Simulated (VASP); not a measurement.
# LiTmH4 (P-6m2) in VASP: further runs

LiTmH4 is run at these levels: PBE; tasks: single point.

Everything below comes from runs of VASP 6.6.1. Logs are shortened: lines on timing, memory, paths and dates and some standing lists are left out, and cuts for length are marked.

### Step 1. The cell of the first run

It takes space group P-6m2 (No. 187, hexagonal). Conventional cell: a = 4.336 Å, b = 4.336 Å, c = 2.902 Å, α = 90.00°, β = 90.00°, γ = 120.00°. Within 2.6 Å of Li (site symmetry -6m2) lie 9 H at 1.93 to 2.50 Å and 3 Tm at 2.50 Å. Within 3.3 Å of Tm (site symmetry -6m2) lie 3 Li at 2.50 Å and 15 H at 2.50 to 2.61 Å and 2 Tm at 2.90 Å. H (site symmetry -6m2) has 6 H at 1.90 Å within 2.5 Å. Within 2.5 Å of H (site symmetry mm2) lie 6 H at 1.90 to 2.21 Å and 2 Li at 1.93 Å.

### Step 2. Single point, PBE

INCAR

```
PREC = Accurate
ENCUT = 750
EDIFF = 1E-6
ISMEAR = 0
SIGMA = 0.15
LREAL = False
LASPH = True
NELM = 200
ALGO = Normal
ISIF = 2
LWAVE = False
LCHARG = True
GGA = PE
LELF = True
LVHAR = True
NBANDS = 24
GGA_COMPAT = False
LMAXMIX = 6
```

KPOINTS

```
regular mesh
0
Gamma
  3 3 3
```

POSCAR

```
LiTmH4
1.0
    4.3359177345     -0.0000000027      0.0000000000
   -2.1679588649      3.7550149082      0.0000000000
    0.0000000000      0.0000000000      2.9022795450
Li Tm H
1 1 4
Direct
    0.0000000000      0.0000000000      0.0000000000
    0.6666666667      0.3333333333      0.0000000000
    0.3333333333      0.6666666667      0.0000000000
    0.6601567078      0.8300783539      0.5000000000
    0.1699216461      0.8300783539      0.5000000000
    0.1699216461      0.3398432922      0.5000000000
```

Potentials or basis: VASP PAW PBE potentials, release 64 (Li_sv, Tm, H).

Run with:

```sh
$ cat potpaw_PBE.64/Li_sv/POTCAR potpaw_PBE.64/Tm/POTCAR potpaw_PBE.64/H/POTCAR > POTCAR
$ mpirun -np 1 vasp_std > vasp.out
```

OUTCAR:

```text
PREC = Accurate
   ENCUT = 750
   EDIFF = 1E-6
   ISMEAR = 0
   LREAL = False
   LASPH = True
   NELM = 200
   ISIF = 2
   GGA = PE

 ion  position               nearest neighbor table
   1  0.000  0.000  0.000-   2 2.50   2 2.50   2 2.50
   2  0.667  0.333  0.000-   1 2.50   1 2.50   1 2.50
   3  0.333  0.667  0.000-
   4  0.660  0.830  0.500-
   5  0.170  0.830  0.500-
   6  0.170  0.340  0.500-

  LATTYP: Found a hexagonal cell.
 ALAT       =     4.3359177345
 C/A-ratio  =     0.6693576130

  Lattice vectors:

 A1 = (   4.3359177345,  -0.0000000027,   0.0000000000)
 A2 = (  -2.1679588649,   3.7550149082,   0.0000000000)
 A3 = (   0.0000000000,   0.0000000000,   2.9022795450)

Analysis of symmetry for initial positions (statically):
=====================================================================
 Subroutine PRICEL returns:
 Original cell was already a primitive cell.

 Routine SETGRP: Setting up the symmetry group for a
 hexagonal supercell.

 Subroutine GETGRP returns: Found 12 space group operations
 (whereof 12 operations were pure point group operations)
 out of a pool of 24 trial point group operations.

The static configuration has the point symmetry D_3h.

Analysis of symmetry for dynamics (positions and initial velocities):
=====================================================================
 Subroutine PRICEL returns:
 Original cell was already a primitive cell.

 Routine SETGRP: Setting up the symmetry group for a
 hexagonal supercell.

 Subroutine GETGRP returns: Found 12 space group operations
 (whereof 12 operations were pure point group operations)
 out of a pool of 24 trial point group operations.

The dynamic configuration has the point symmetry D_3h.

 Subroutine INISYM returns: Found 12 space group operations
 (whereof 12 operations are pure point group operations),
 and found     1 'primitive' translations

----------------------------------------------------------------------------------------

                                     Primitive cell

  volume of cell :      47.2533

  direct lattice vectors                    reciprocal lattice vectors
     4.335917734 -0.000000003  0.000000000     0.230631682  0.133155264  0.000000000
    -2.167958865  3.755014908  0.000000000     0.000000000  0.266310527  0.000000000
     0.000000000  0.000000000  2.902279545     0.000000000  0.000000000  0.344556747

  length of vectors
     4.335917734  4.335917735  2.902279545     0.266310527  0.266310527  0.344556747

  position of ions in fractional coordinates (direct lattice)
     0.000000000  0.000000000  0.000000000
     0.666666667  0.333333333  0.000000000
     0.333333333  0.666666667  0.000000000
     0.660156708  0.830078354  0.500000000
     0.169921646  0.830078354  0.500000000
     0.169921646  0.339843292  0.500000000

  ion indices of the primitive-cell ions
   primitive index   ion index
                 1           1
                 2           2
                 3           3
                 4           4
                 5           5
                 6           6

----------------------------------------------------------------------------------------

 KPOINTS: regular mesh

Automatic generation of k-mesh.
 Grid dimensions read from file:
 generate k-points for:    3    3    3

 Generating k-lattice:

  Cartesian coordinates                     Fractional coordinates (reciprocal lattice)
     0.076877227  0.044385088  0.000000000     0.333333333  0.000000000  0.000000000
     0.000000000  0.088770176  0.000000000    -0.000000000  0.333333333  0.000000000
     0.000000000  0.000000000  0.114852249     0.000000000  0.000000000  0.333333333

  Length of vectors
     0.088770176  0.088770176  0.114852249

  Shift w.r.t. Gamma in fractional coordinates (k-lattice)
     0.000000000  0.000000000  0.000000000

 Subroutine IBZKPT returns following result:
 ===========================================

 Found      6 irreducible k-points:

 Following reciprocal coordinates:
            Coordinates               Weight
  0.000000  0.000000  0.000000      1.000000
  0.333333  0.000000  0.000000      6.000000
  0.333333  0.333333  0.000000      2.000000
  0.000000  0.000000  0.333333      2.000000
  0.333333  0.000000  0.333333     12.000000
  0.333333  0.333333  0.333333      4.000000
   k-points           NKPTS =      6   k-points in BZ     NKDIM =      6   number of bands    NBANDS=     24
   number of dos      NEDOS =    301   number of ions     NIONS =      6
   total plane-waves  NPLWV =  44800
   dimension x,y,z NGX =    40 NGY =   40 NGZ =   28
   dimension x,y,z NGXF=    80 NGYF=   80 NGZF=   56
   ions per type =               1   1   4
   NGX,Y,Z   is equivalent  to a cutoff of  15.34, 15.34, 16.04 a.u.
   NGXF,Y,Z  is equivalent  to a cutoff of  30.67, 30.67, 32.08 a.u.
 SYSTEM =  unknown system
   PREC   = accura    normal or accurate (medium, high low for compatibility)
   ISTART =      0    job   : 0-new  1-cont  2-samecut
   ICHARG =      2    charge: 1-file 2-atom 10-const
   ISPIN  =      1    spin polarized calculation?
   LNONCOLLINEAR =      F non collinear calculations
   LSORBIT =      F    spin-orbit coupling
   LASPH  =      T    aspherical Exc in radial PAW
   ENCUT  =  750.0 eV  55.12 Ry    7.42 a.u.   9.68  9.68  6.48*2*pi/ulx,y,z
   NELM   =    200;   NELMIN=  2; NELMDL= -5     # of ELM steps
   EDIFF  = 0.1E-05   stopping-criterion for ELM
   LREAL  =      F    real-space projection
   EDIFFG = 0.1E-04   stopping-criterion for IOM
   NSW    =      0    number of steps for IOM
   IBRION =     -1    ionic relax: 0-MD 1-quasi-New 2-CG
   NFREE  =      0    steps in history (QN), initial steepest desc. (CG)
   ISIF   =      2    stress and relaxation
   ISYM   =      2    0-nonsym 1-usesym 2-fastsym
   POTIM  = 0.5000    time-step for ionic-motion
   TEBEG  =    0.0;   TEEND  =   0.0 temperature during run
   PSTRESS=    0.0 pullay stress
   NELECT =      30.0000    total number of electrons
   NUPDOWN=      -1.0000    fix difference up-down
   EMIN   =  10.00;   EMAX   =-10.00  energy-range for DOS
   EFERMI =   0.00;   METHOD = LEGACY
   ISMEAR =     0;   SIGMA  =   0.15  broadening in eV -4-tet -1-fermi 0-gaus
   EFERMI_NEDOS =   21; number of points for ismear=-14 and -15
   IALGO  =     38    algorithm
   IMIX   =      4    mixing-type and parameters
     AMIX     =   0.40;   BMIX     =  1.00
     AMIX_MAG =   1.60;   BMIX_MAG =  1.00
  volume/ion in A,a.u.               =       7.88        53.15
  Fermi-wavevector in a.u.,A,eV,Ry     =   1.407034  2.658909 26.936063  1.979745
  Thomas-Fermi vector in A             =   2.529334
   LORBIT       =      0    0 simple, 1 ext, 2 COOP (PROOUT), +10 PAW based schemes
   GGA     = PE    functional components
   LHFCALC =     F    Hartree Fock is set to
   AEXX    =    0.0000 exact exchange contribution
   IVDW    =     0    specifies the selected vdW correction
   LEPSILON=     F    determine dielectric tensor
   LRPA    =     F    only Hartree local field effects (RPA)
 non-spin polarized calculation
 Gauss-broadening in eV      SIGMA  =   0.15
  energy-cutoff  :      750.00
  volume of cell :       47.25
 maximum number of plane-waves:      2245
 NGX is ok and might be reduce to    40
   NGX = 19   NGY = 19   NGZ = 13

 number of electron      30.0000000 magnetization

 Free energy of the ion-electron system (eV)
  ---------------------------------------------------
  ext. energy  EPLUGINS =         0.00000000
  ---------------------------------------------------
  free energy    TOTEN  =       -17.50929231 eV

  energy without entropy =      -17.34903184  energy(sigma->0) =      -17.42916207

 E-fermi :   2.0482     XC(G=0): -10.6149

 val. band max:        1.9662608126   @ k =   0.3333   0.0000   0.3333
 cond. band min:       2.0703134218   @ k =   0.3333   0.3333   0.3333
 fundamental gap:      0.1040526092
 Fermi energy:         2.0481798609

 k-point     1 :       0.0000    0.0000    0.0000
  band No.  band energies     occupation
      1     -47.7012      2.00000
      2     -43.8811      2.00000
      3     -21.0636      2.00000
      4     -21.0636      2.00000
      5     -20.2866      2.00000
      6      -6.4564      2.00000
      7      -0.5790      2.00000
      8      -0.5790      2.00000
      9       1.3565      2.00000
     10       1.6541      1.99980
     11       1.6541      1.99980
     12       1.8349      1.95563
     13       1.8349      1.95563
     14       1.8499      1.93848
     15       1.8939      1.85426
     16       2.1005      0.62199
     17       4.6689      0.00000
     18       8.4963      0.00000
     19       8.4963      0.00000
     20       9.7966      0.00000
     21       9.7966      0.00000
     22       9.9659      0.00000
     23       9.9659      0.00000
     24      10.6358      0.00000

 k-point     2 :       0.3333    0.0000    0.0000
  band No.  band energies     occupation
      1     -47.6976      2.00000
      2     -43.8852      2.00000
      3     -21.1222      2.00000
      4     -21.0829      2.00000
      5     -20.2834      2.00000
      6      -5.3925      2.00000
      7      -2.2472      2.00000
      8       0.0087      2.00000
      9       1.6016      1.99997
     10       1.6554      1.99979
     11       1.7626      1.99292
     12       1.8328      1.95773
     13       1.8412      1.94902
     14       1.9070      1.81670
     15       1.9515      1.63818
     16       2.0943      0.66363
     17       4.9903      0.00000
     18       6.4222      0.00000
     19       6.6698      0.00000
     20       8.6488      0.00000
     21       9.6149      0.00000
     22      10.1720      0.00000
     23      12.1436      0.00000
     24      13.3412      0.00000

 k-point     3 :       0.3333    0.3333    0.0000
  band No.  band energies     occupation
      1     -47.6957      2.00000
      2     -43.8873      2.00000
      3     -21.1390      2.00000
      4     -21.1051      2.00000
      5     -20.2819      2.00000
      6      -4.4616      2.00000
      7      -2.4103      2.00000
      8      -1.5103      2.00000
      9       1.6128      1.99996
     10       1.6631      1.99972
     11       1.8013      1.98007
     12       1.8114      1.97442
     13       1.8365      1.95400
     14       1.8398      1.95052
     15       1.9131      1.79716
     16       3.1497      0.00000
     17       4.5860      0.00000
     18       6.4130      0.00000
     19       7.9232      0.00000
     20       8.2109      0.00000
     21       8.6484      0.00000
     22       9.0362      0.00000
     23      13.7265      0.00000
     24      14.2915      0.00000

 k-point     4 :       0.0000    0.0000    0.3333
  band No.  band energies     occupation
      1     -47.5982      2.00000
      2     -43.8714      2.00000
      3     -21.5423      2.00000
      4     -20.9055      2.00000
      5     -20.9055      2.00000
      6      -4.6815      2.00000
      7       0.1493      2.00000
      8       0.8450      2.00000
      9       0.8450      2.00000
     10       1.7052      1.99878
     11       1.7946      1.98320
     12       1.7946      1.98320
     13       1.8590      1.92549
     14       1.8691      1.90867
     15       2.0773      0.78373
     16       2.0773      0.78373
     17       4.4129      0.00000
     18       4.4129      0.00000
     19       6.3774      0.00000
     20       6.3774      0.00000
     21       7.4459      0.00000
     22       9.5723      0.00000
     23      10.7002      0.00000
     24      13.3534      0.00000

 k-point     5 :       0.3333    0.0000    0.3333
  band No.  band energies     occupation
      1     -47.5947      2.00000
      2     -43.8755      2.00000
      3     -21.5291      2.00000
      4     -20.9468      2.00000
      5     -20.9201      2.00000
      6      -3.9699      2.00000
      7      -1.5037      2.00000
      8       0.7075      2.00000
      9       1.1484      2.00000
     10       1.6917      1.99922
     11       1.7760      1.98972
     12       1.7916      1.98443
     13       1.8027      1.97933
     14       1.8370      1.95355
     15       1.9663      1.56009
     16       2.1213      0.49045
     17       5.0817      0.00000
     18       5.4053      0.00000
     19       6.6060      0.00000
     20       7.7372      0.00000
     21       7.7715      0.00000
     22       9.2270      0.00000
     23      10.4616      0.00000
     24      11.3509      0.00000

 k-point     6 :       0.3333    0.3333    0.3333
  band No.  band energies     occupation
      1     -47.5930      2.00000
      2     -43.8775      2.00000
      3     -21.5225      2.00000
      4     -20.9628      2.00000
      5     -20.9323      2.00000
      6      -3.0889      2.00000
      7      -2.5585      2.00000
      8       0.5823      2.00000
      9       0.9583      2.00000
     10       1.6892      1.99929
     11       1.7660      1.99220
     12       1.7758      1.98977
     13       1.8217      1.96728
     14       1.8247      1.96490
     15       1.9231      1.76186
     16       2.0703      0.83470
     17       5.6105      0.00000
     18       5.9188      0.00000
     19       7.3883      0.00000
     20       8.2897      0.00000
     21       8.3779      0.00000
     22       8.4468      0.00000
     23       9.1155      0.00000
     24      12.2646      0.00000

------------------------ aborting loop because EDIFF is reached ----------------------------------------

  FORCE on cell =-STRESS in cart. coord.  units (eV):
  Direction    XX          YY          ZZ          XY          YZ          ZX
  --------------------------------------------------------------------------------------
  -------------------------------------------------------------------------------------
  Total        0.3568047      0.3568047      0.4057722      0.0000000      0.0000000      0.0000000
  in kB       12.0978799     12.0978799     13.7581796      0.0000000      0.0000000      0.0000000
  external PRESSURE =      12.6513131 kB  Pullay stress =       0.0000000 kB

 VOLUME and BASIS-vectors are now :
 -----------------------------------------------------------------------------
  energy-cutoff  :      750.00
  volume of cell :       47.25
      direct lattice vectors                 reciprocal lattice vectors
     4.335917734 -0.000000003  0.000000000     0.230631682  0.133155264  0.000000000
    -2.167958865  3.755014908  0.000000000     0.000000000  0.266310527  0.000000000
     0.000000000  0.000000000  2.902279545     0.000000000  0.000000000  0.344556747

 POSITION                                       TOTAL-FORCE (eV/Angst)
 -----------------------------------------------------------------------------------
      0.00000      0.00000      0.00000        -0.000000     -0.000000     -0.000000
      2.16796      1.25167      0.00000         0.000000     -0.000000     -0.000000
      0.00000      2.50334      0.00000        -0.000000     -0.000000     -0.000000
      1.06281      3.11696      1.45114         0.057850      0.033400      0.000000
     -1.06281      3.11696      1.45114        -0.057850      0.033400      0.000000
      0.00000      1.27612      1.45114        -0.000000     -0.066800      0.000000
 -----------------------------------------------------------------------------------
    total drift:                               -0.000001      0.000000      0.000000

  FREE ENERGIE OF THE ION-ELECTRON SYSTEM (eV)
  ---------------------------------------------------
  free  energy   TOTEN  =       -17.5092923100 eV

  energy  without entropy=      -17.3490318398  energy(sigma->0) =      -17.42916207
```

Wall time 39 s (1 thread of Intel Xeon Platinum 8488C (Sapphire Rapids), shared host); peak memory 0.21 GiB.

What came out:

```yaml
Free_energy: -17.5093 eV
Pressure: 1.3 GPa
Largest_force: 0.067 eV/Å
Band_gap_on_the_k_mesh: zero (band 15 reaches 2.08 eV, above the bottom of band 16 at 2.07 eV)
```

Forces in eV/Å, atoms in the order of the input:
```
Li   0.000  0.000  0.000
Tm   0.000  0.000  0.000
H    0.000  0.000  0.000
H    0.058  0.033  0.000
H   -0.058  0.033  0.000
H    0.000 -0.067  0.000
```

Caveat: the k points lie up to 0.72 Å⁻¹ apart; spin-orbit coupling is left out, which moves the levels of the heavy elements; without U or exact exchange the open f shell lies at the Fermi level, which spoils levels, moments and volumes. Spin polarisation is off, so any magnetic state and its effect on volume and gap are missing.

### Step 3. Single point, PBE

This run uses another cell than the first one, of 10.82 Å³/atom, 1.374 times its volume.

INCAR

```
PREC = Accurate ; ENCUT = 750
EDIFF = 1E-6 ; ISMEAR = 0
SIGMA = 0.15 ; LREAL = F
LASPH = T ; NELM = 200
ALGO = Normal ; ISIF = 2
LWAVE = F ; LCHARG = F
GGA = PE ; NBANDS = 24
GGA_COMPAT = F ; LMAXMIX = 6
```

KPOINTS

```
Automatic mesh
0
Gamma
  3 3 3
```

POSCAR

```
LiTmH4
1.0
    4.8587445739      0.0000000000      0.0000000000
   -2.4293722870      4.2077962315      0.0000000000
    0.0000000000      0.0000000000      3.1757723714
Li Tm H
1 1 4
Direct
    0.0000000000      0.0000000000      0.0000000000
    0.3333333333      0.6666666667      0.0000000000
    0.6666666667      0.3333333333      0.0000000000
    0.4992717915     -0.0014564170      0.5000000000
    1.0014564170      0.5007282085      0.5000000000
    0.4992717915      0.5007282085      0.5000000000
```

Potentials or basis: VASP PAW PBE potentials, release 64 (Li_sv, Tm, H).

Run with:

```sh
$ cat potpaw_PBE.64/Li_sv/POTCAR potpaw_PBE.64/Tm/POTCAR potpaw_PBE.64/H/POTCAR > POTCAR
$ mpirun -np 1 vasp_std > vasp.out
```

Wall time 2.3 min (1 thread of Intel Xeon Platinum 8488C (Sapphire Rapids), shared host); peak memory 0.26 GiB.

Results (log left out):

* Free energy: -17.0786 eV
* Pressure: 1.0 GPa
* Largest force: 0.149 eV/Å
* Band gap on the k mesh: zero (band 15 reaches 0.53 eV, above the bottom of band 16 at 0.43 eV)

Forces in eV/Å, atoms in the order of the input:
```
Li   0.000  0.000  0.000
Tm   0.000  0.000  0.000
H    0.000  0.000  0.000
H    0.000  0.149  0.000
H   -0.129 -0.074  0.000
H    0.129 -0.074  0.000
```

Stress tensor (GPa, compression positive):
```
-1.37  0.00  0.00
 0.00 -1.37  0.00
 0.00  0.00  5.69
```

Levels at points of the mesh, in eV from the Fermi level:
| k point | band 13 | band 14 | band 15 | band 16 | band 17 | band 18 |
| --- | --- | --- | --- | --- | --- | --- |
| (0.00, 0.00, 0.00) | -0.17 | -0.13 | -0.07 | -0.07 | 1.89 | 1.89 |

Caveat: the k points lie up to 0.66 Å⁻¹ apart; spin-orbit coupling is left out, which moves the levels of the heavy elements; without U or exact exchange the open f shell lies at the Fermi level, which spoils levels, moments and volumes. Spin polarisation is off, so any magnetic state and its effect on volume and gap are missing.
